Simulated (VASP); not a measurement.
# Tl3ICl2 (P4/mmm) in VASP: notebook

Tl3ICl2 is run at these levels: PBE; tasks: single point, relaxation of cell and atoms.

Program: VASP 6.6.1. These are calculated values, not measurements. Logs are shortened: lines on timing, memory, paths and dates and some standing lists are left out, and cuts for length are marked.

## Step 1: The cell of the first run

Symmetry: P4/mmm, No. 123, tetragonal system. The conventional cell has a = 4.003 Å, b = 4.003 Å, c = 12.081 Å, α = 90.00°, β = 90.00°, γ = 90.00°. Within 4.5 Å of Tl (site symmetry 4mm) lie 4 Cl at 3.40 Å and 4 I at 3.61 Å and 6 Tl at 3.80 to 4.48 Å. Tl (site symmetry 4/mmm) has 8 Cl at 3.42 Å and 6 Tl at 3.80 to 4.00 Å within 4.5 Å. I (site symmetry 4/mmm) has 8 Tl at 3.61 Å and 4 I at 4.00 Å and 2 Cl at 4.12 Å within 4.7 Å. Within 4.5 Å of Cl (site symmetry 4mm) lie 8 Tl at 3.40 to 3.42 Å and 5 Cl at 3.84 to 4.00 Å and 1 I at 4.12 Å.

The cell was generated, and may not be a known phase.

## Step 2: Single point, PBE

Input file INCAR:

```
PREC     = Accurate       # precision mode
ENCUT    = 500            # plane-wave cutoff, eV
EDIFF    = 1E-6           # SCF threshold, eV
ISMEAR   = 0              # smearing method
SIGMA    = 0.15           # smearing width, eV
LREAL    = False          # projectors in reciprocal space
LASPH    = True           # aspherical terms in the spheres
NELM     = 120            # most SCF steps
ALGO     = Normal         # electronic algorithm
ISIF     = 2              # what is computed and relaxed
LWAVE    = False          # write WAVECAR
LCHARG   = True           # write CHGCAR
GGA      = PE             # functional
LELF     = True           # ELF
LVHAR    = True         
NBANDS   = 39             # bands
GGA_COMPAT= False
```

Input file KPOINTS:

```
Automatic mesh
0
Gamma
  3 3 1
```

Input file POSCAR:

```
Tl3ICl2
1.0
    4.0026419548      0.0000000000      0.0000000000
    0.0000000000      4.0026419548      0.0000000000
    0.0000000000      0.0000000000     12.0812338801
Tl I Cl
3 1 2
Direct
    0.5000000000      0.5000000000      0.1855920049
    0.5000000000      0.5000000000      0.5000000000
    0.5000000000      0.5000000000      0.8144079951
    0.0000000000      0.0000000000      0.0000000000
    0.0000000000      0.0000000000      0.3412173340
    0.0000000000      0.0000000000      0.6587826660
```

Potentials or basis: VASP PAW PBE potentials, release 64 (Tl_d, I, Cl).

Started as:

```sh
cat potpaw_PBE.64/Tl_d/POTCAR potpaw_PBE.64/I/POTCAR potpaw_PBE.64/Cl/POTCAR > POTCAR
mpirun -np 1 vasp_std > vasp.out
```

OUTCAR:

```text
PREC = Accurate
   ENCUT = 500
   EDIFF = 1E-6
   ISMEAR = 0
   LREAL = False
   LASPH = True
   NELM = 120
   ISIF = 2
   GGA = PE

 ion  position               nearest neighbor table
   1  0.500  0.500  0.186-   5 3.40   5 3.40   5 3.40   5 3.40   4 3.61   4 3.61   4 3.61   4 3.61
                             2 3.80
   2  0.500  0.500  0.500-   1 3.80   3 3.80
   3  0.500  0.500  0.814-   6 3.40   6 3.40   6 3.40   6 3.40   4 3.61   4 3.61   4 3.61   4 3.61
                             2 3.80
   4  0.000  0.000  0.000-   1 3.61   3 3.61   1 3.61   3 3.61   1 3.61   3 3.61   1 3.61   3 3.61

   5  0.000  0.000  0.341-   1 3.40   1 3.40   1 3.40   1 3.40
   6  0.000  0.000  0.659-   3 3.40   3 3.40   3 3.40   3 3.40

  LATTYP: Found a simple tetragonal cell.
 ALAT       =     4.0026419548
 C/A-ratio  =     3.0183149071

  Lattice vectors:

 A1 = (   4.0026419548,   0.0000000000,   0.0000000000)
 A2 = (   0.0000000000,   4.0026419548,   0.0000000000)
 A3 = (   0.0000000000,   0.0000000000,  12.0812338801)

Analysis of symmetry for initial positions (statically):
=====================================================================
 Subroutine PRICEL returns:
 Original cell was already a primitive cell.

 Routine SETGRP: Setting up the symmetry group for a
 simple tetragonal supercell.

 Subroutine GETGRP returns: Found 16 space group operations
 (whereof 16 operations were pure point group operations)
 out of a pool of 16 trial point group operations.

The static configuration has the point symmetry D_4h.

Analysis of symmetry for dynamics (positions and initial velocities):
=====================================================================
 Subroutine PRICEL returns:
 Original cell was already a primitive cell.

 Routine SETGRP: Setting up the symmetry group for a
 simple tetragonal supercell.

 Subroutine GETGRP returns: Found 16 space group operations
 (whereof 16 operations were pure point group operations)
 out of a pool of 16 trial point group operations.

The dynamic configuration has the point symmetry D_4h.

 Subroutine INISYM returns: Found 16 space group operations
 (whereof 16 operations are pure point group operations),
 and found     1 'primitive' translations

----------------------------------------------------------------------------------------

                                     Primitive cell

  volume of cell :     193.5552

  direct lattice vectors                    reciprocal lattice vectors
     4.002641955  0.000000000  0.000000000     0.249834987  0.000000000  0.000000000
     0.000000000  4.002641955  0.000000000     0.000000000  0.249834987  0.000000000
     0.000000000  0.000000000 12.081233880     0.000000000  0.000000000  0.082773002

  length of vectors
     4.002641955  4.002641955 12.081233880     0.249834987  0.249834987  0.082773002

  position of ions in fractional coordinates (direct lattice)
     0.500000000  0.500000000  0.185592005
     0.500000000  0.500000000  0.500000000
     0.500000000  0.500000000  0.814407995
     0.000000000  0.000000000  0.000000000
     0.000000000  0.000000000  0.341217334
     0.000000000  0.000000000  0.658782666

  ion indices of the primitive-cell ions
   primitive index   ion index
                 1           1
                 2           2
                 3           3
                 4           4
                 5           5
                 6           6

----------------------------------------------------------------------------------------

 KPOINTS: Automatic mesh

Automatic generation of k-mesh.
 Grid dimensions read from file:
 generate k-points for:    3    3    1

 Generating k-lattice:

  Cartesian coordinates                     Fractional coordinates (reciprocal lattice)
     0.083278329  0.000000000  0.000000000     0.333333333  0.000000000  0.000000000
     0.000000000  0.083278329  0.000000000     0.000000000  0.333333333  0.000000000
     0.000000000  0.000000000  0.082773002     0.000000000  0.000000000  1.000000000

  Length of vectors
     0.083278329  0.083278329  0.082773002

  Shift w.r.t. Gamma in fractional coordinates (k-lattice)
     0.000000000  0.000000000  0.000000000

 Subroutine IBZKPT returns following result:
 ===========================================

 Found      3 irreducible k-points:

 Following reciprocal coordinates:
            Coordinates               Weight
  0.000000  0.000000  0.000000      1.000000
  0.333333  0.000000  0.000000      4.000000
  0.333333  0.333333  0.000000      4.000000
   k-points           NKPTS =      3   k-points in BZ     NKDIM =      3   number of bands    NBANDS=     39
   number of dos      NEDOS =    301   number of ions     NIONS =      6
   total plane-waves  NPLWV =  81000
   dimension x,y,z NGX =    30 NGY =   30 NGZ =   90
   dimension x,y,z NGXF=    60 NGYF=   60 NGZF=  180
   ions per type =               3   1   2
   NGX,Y,Z   is equivalent  to a cutoff of  12.46, 12.46, 12.38 a.u.
   NGXF,Y,Z  is equivalent  to a cutoff of  24.92, 24.92, 24.77 a.u.
 SYSTEM =  unknown system
   PREC   = accura    normal or accurate (medium, high low for compatibility)
   ISTART =      0    job   : 0-new  1-cont  2-samecut
   ICHARG =      2    charge: 1-file 2-atom 10-const
   ISPIN  =      1    spin polarized calculation?
   LNONCOLLINEAR =      F non collinear calculations
   LSORBIT =      F    spin-orbit coupling
   LASPH  =      T    aspherical Exc in radial PAW
   ENCUT  =  500.0 eV  36.75 Ry    6.06 a.u.   7.30  7.30 22.03*2*pi/ulx,y,z
   NELM   =    120;   NELMIN=  2; NELMDL= -5     # of ELM steps
   EDIFF  = 0.1E-05   stopping-criterion for ELM
   LREAL  =      F    real-space projection
   EDIFFG = 0.1E-04   stopping-criterion for IOM
   NSW    =      0    number of steps for IOM
   IBRION =     -1    ionic relax: 0-MD 1-quasi-New 2-CG
   NFREE  =      0    steps in history (QN), initial steepest desc. (CG)
   ISIF   =      2    stress and relaxation
   ISYM   =      2    0-nonsym 1-usesym 2-fastsym
   POTIM  = 0.5000    time-step for ionic-motion
   TEBEG  =    0.0;   TEEND  =   0.0 temperature during run
   PSTRESS=    0.0 pullay stress
   NELECT =      60.0000    total number of electrons
   NUPDOWN=      -1.0000    fix difference up-down
   EMIN   =  10.00;   EMAX   =-10.00  energy-range for DOS
   EFERMI =   0.00;   METHOD = LEGACY
   ISMEAR =     0;   SIGMA  =   0.15  broadening in eV -4-tet -1-fermi 0-gaus
   EFERMI_NEDOS =   21; number of points for ismear=-14 and -15
   IALGO  =     38    algorithm
   IMIX   =      4    mixing-type and parameters
     AMIX     =   0.40;   BMIX     =  1.00
     AMIX_MAG =   1.60;   BMIX_MAG =  1.00
  volume/ion in A,a.u.               =      32.26       217.70
  Fermi-wavevector in a.u.,A,eV,Ry     =   1.107959  2.093739 16.702144  1.227573
  Thomas-Fermi vector in A             =   2.244480
   LORBIT       =      0    0 simple, 1 ext, 2 COOP (PROOUT), +10 PAW based schemes
   GGA     = PE    functional components
   LHFCALC =     F    Hartree Fock is set to
   AEXX    =    0.0000 exact exchange contribution
   IVDW    =     0    specifies the selected vdW correction
   LEPSILON=     F    determine dielectric tensor
   LRPA    =     F    only Hartree local field effects (RPA)
 non-spin polarized calculation
 Gauss-broadening in eV      SIGMA  =   0.15
  energy-cutoff  :      500.00
  volume of cell :      193.56
 maximum number of plane-waves:      4941
 NGX is ok and might be reduce to    30
   NGX = 15   NGY = 15   NGZ = 45

 number of electron      60.0000015 magnetization

 Free energy of the ion-electron system (eV)
  ---------------------------------------------------
  ext. energy  EPLUGINS =         0.00000000
  ---------------------------------------------------
  free energy    TOTEN  =       -16.87229878 eV

  energy without entropy =      -16.87229878  energy(sigma->0) =      -16.87229878

 E-fermi :   3.5515     XC(G=0):  -8.8252

 val. band max:        2.8756134756   @ k =   0.3333   0.0000   0.0000
 cond. band min:       5.6998072386   @ k =   0.0000   0.0000   0.0000
 fundamental gap:      2.8241937630
 Fermi energy:         3.5514935954

 k-point     1 :       0.0000    0.0000    0.0000
  band No.  band energies     occupation
      1     -10.9565      2.00000
      2     -10.8470      2.00000
      3      -8.7541      2.00000
      4      -7.4859      2.00000
      5      -7.4736      2.00000
      6      -7.4393      2.00000
[... 31 lines left out ...]
     38       9.5136      0.00000
     39       9.6997      0.00000

 k-point     2 :       0.3333    0.0000    0.0000
  band No.  band energies     occupation
      1     -10.8419      2.00000
      2     -10.7712      2.00000
      3      -8.5273      2.00000
      4      -7.4763      2.00000
      5      -7.4023      2.00000
      6      -7.3956      2.00000
[... 31 lines left out ...]
     38       9.1075      0.00000
     39       9.4664      0.00000

 k-point     3 :       0.3333    0.3333    0.0000
  band No.  band energies     occupation
      1     -10.7643      2.00000
      2     -10.6875      2.00000
      3      -8.3071      2.00000
      4      -7.4357      2.00000
      5      -7.4044      2.00000
      6      -7.3872      2.00000
[... 31 lines left out ...]
     38       7.5370      0.00000
     39       9.2779      0.00000

------------------------ aborting loop because EDIFF is reached ----------------------------------------

  FORCE on cell =-STRESS in cart. coord.  units (eV):
  Direction    XX          YY          ZZ          XY          YZ          ZX
  --------------------------------------------------------------------------------------
  -------------------------------------------------------------------------------------
  Total        0.5991620      0.5991620      0.0717292      0.0000000     -0.0000000      0.0000000
  in kB        4.9596394      4.9596394      0.5937475      0.0000000     -0.0000000      0.0000000
  external PRESSURE =       3.5043421 kB  Pullay stress =       0.0000000 kB

 VOLUME and BASIS-vectors are now :
 -----------------------------------------------------------------------------
  energy-cutoff  :      500.00
  volume of cell :      193.56
      direct lattice vectors                 reciprocal lattice vectors
     4.002641955  0.000000000  0.000000000     0.249834987  0.000000000  0.000000000
     0.000000000  4.002641955  0.000000000     0.000000000  0.249834987  0.000000000
     0.000000000  0.000000000 12.081233880     0.000000000  0.000000000  0.082773002

 POSITION                                       TOTAL-FORCE (eV/Angst)
 -----------------------------------------------------------------------------------
      2.00132      2.00132      2.24218         0.000000      0.000000     -0.030745
      2.00132      2.00132      6.04062         0.000000     -0.000000     -0.000000
      2.00132      2.00132      9.83905         0.000000      0.000000      0.030745
      0.00000      0.00000      0.00000         0.000000     -0.000000     -0.000000
      0.00000      0.00000      4.12233        -0.000000     -0.000000      0.018284
      0.00000      0.00000      7.95891         0.000000     -0.000000     -0.018284
 -----------------------------------------------------------------------------------
    total drift:                                0.000000      0.000000      0.000000

  FREE ENERGIE OF THE ION-ELECTRON SYSTEM (eV)
  ---------------------------------------------------
  free  energy   TOTEN  =       -16.8722987789 eV

  energy  without entropy=      -16.8722987788  energy(sigma->0) =      -16.87229878
```

It took 61 s on 1 thread of Intel Xeon 8259CL, shared host; peak memory 0.26 GiB.

What came out:

* Free energy: -16.8723 eV
* Pressure: 0.4 GPa
* Largest force: 0.031 eV/Å
* Band gap on the k mesh: 2.82 eV

Forces in eV/Å, atoms in the order of the input:
```
Tl   0.000  0.000 -0.031
Tl   0.000  0.000  0.000
Tl   0.000  0.000  0.031
I    0.000  0.000  0.000
Cl   0.000  0.000  0.018
Cl   0.000  0.000 -0.018
```

Stress tensor (GPa, compression positive):
```
0.50 0.00 0.00
0.00 0.50 0.00
0.00 0.00 0.06
```

Caveat: the k points lie up to 0.52 Å⁻¹ apart; spin-orbit coupling is left out, which moves the levels of the heavy elements.

## Step 3: Relaxation of cell and atoms, PBE

This run uses another cell than the first one, of 31.15 Å³/atom.

Input file INCAR:

```
  ALGO = Normal
  EDIFF = 1E-7
  EDIFFG = -0.08
  ENCUT = 500
  GGA = PE
  GGA_COMPAT = F
  IBRION = 2
  ISIF = 3
  ISMEAR = 0
  LASPH = T
  LCHARG = F
  LREAL = F
  LWAVE = F
  NELM = 120
  NELMIN = 4
  NSW = 36
  PREC = Accurate
  SIGMA = 0.15
```

Input file KPOINTS:

```
k-points
0
Gamma
  3 3 1
```

Input file POSCAR:

```
Tl3ICl2
1.0
    3.9360077100      0.0000000000      0.0000000000
    0.0000000000      3.9360077100      0.0000000000
    0.0000000000      0.0000000000     12.0639918900
Tl I Cl
3 1 2
Direct
    0.5000000000      0.5000000000      0.1817286000
    0.5000000000      0.5000000000      0.5000000000
    0.5000000000      0.5000000000      0.8182714000
    0.0000000000      0.0000000000      0.0000000000
    0.0000000000      0.0000000000      0.3392778000
    0.0000000000      0.0000000000      0.6607222000
```

Potentials or basis: VASP PAW PBE potentials, release 64 (Tl_d, I, Cl).

Started as:

```sh
cat potpaw_PBE.64/Tl_d/POTCAR potpaw_PBE.64/I/POTCAR potpaw_PBE.64/Cl/POTCAR > POTCAR
mpirun -np 1 vasp_std > vasp.out
```

Run time: 2.4 min. Hardware: 1 thread of Intel Xeon 8259CL, shared host; peak memory 0.28 GiB.

The run converged. Its results:

* Free energy: -16.8726 eV
* Relaxed volume: 33.05 Å³/atom
* Relaxed cell: a = 4.037 Å, b = 4.037 Å, c = 12.170 Å, α = 90.00°, β = 90.00°, γ = 90.00°
* Space group after relaxing (to 0.1 Å): P4/mmm (No. 123)
* Energy gained by relaxing: 7.8 meV/atom
* Ionic steps: 3
* Pressure after relaxing: -0.1 GPa
* Largest force after relaxing: 0.043 eV/Å
* Band gap on the k mesh: 2.90 eV

Forces in eV/Å, atoms in the order of the input:
```
Tl   0.000  0.000  0.043
Tl   0.000  0.000  0.000
Tl   0.000  0.000 -0.043
I    0.000  0.000  0.000
Cl   0.000  0.000  0.028
Cl   0.000  0.000 -0.028
```

Stress tensor (GPa, compression positive):
```
 0.02  0.00  0.00
 0.00  0.02  0.00
 0.00  0.00 -0.37
```

The path:
| step | energy change (eV) | largest force (eV/Å) | pressure (GPa) | volume (Å³) |
| --- | --- | --- | --- | --- |
| 1 | 0.0000 | 0.0957 | 1.21 | 186.90 |
| 2 | -0.0390 | 0.0652 | 0.41 | 193.31 |
| 3 | -0.0470 | 0.0435 | -0.11 | 198.33 |

Final structure:
```cif
data_structure
_symmetry_space_group_name_H-M 'P 1'
_symmetry_Int_Tables_number 1
_cell_length_a 4.0368
_cell_length_b 4.0368
_cell_length_c 12.1703
_cell_angle_alpha 90.000
_cell_angle_beta 90.000
_cell_angle_gamma 90.000
_cell_volume 198.33
loop_
_atom_site_label
_atom_site_type_symbol
_atom_site_fract_x
_atom_site_fract_y
_atom_site_fract_z
_atom_site_occupancy
Tl1 Tl 0.50000 0.50000 0.18240 1
Tl2 Tl 0.50000 0.50000 0.50000 1
Tl3 Tl 0.50000 0.50000 0.81760 1
I1 I 0.00000 0.00000 0.00000 1
Cl1 Cl 0.00000 0.00000 0.33949 1
Cl2 Cl 0.00000 0.00000 0.66051 1
```

Levels at points of the mesh, in eV from the valence-band top:
| k point | band 28 | band 29 | band 30 | band 31 | band 32 | band 33 |
| --- | --- | --- | --- | --- | --- | --- |
| (0.00, 0.00, 0.00) | -0.55 | -0.30 | -0.30 | 2.91 | 3.12 | 5.70 |

Caveat: the k points lie up to 0.52 Å⁻¹ apart in the final cell; spin-orbit coupling is left out, which moves the levels of the heavy elements; the relaxation stopped at a loose force limit of 0.08 eV/Å, so its end isn't a converged minimum. A k mesh can miss the band edges.
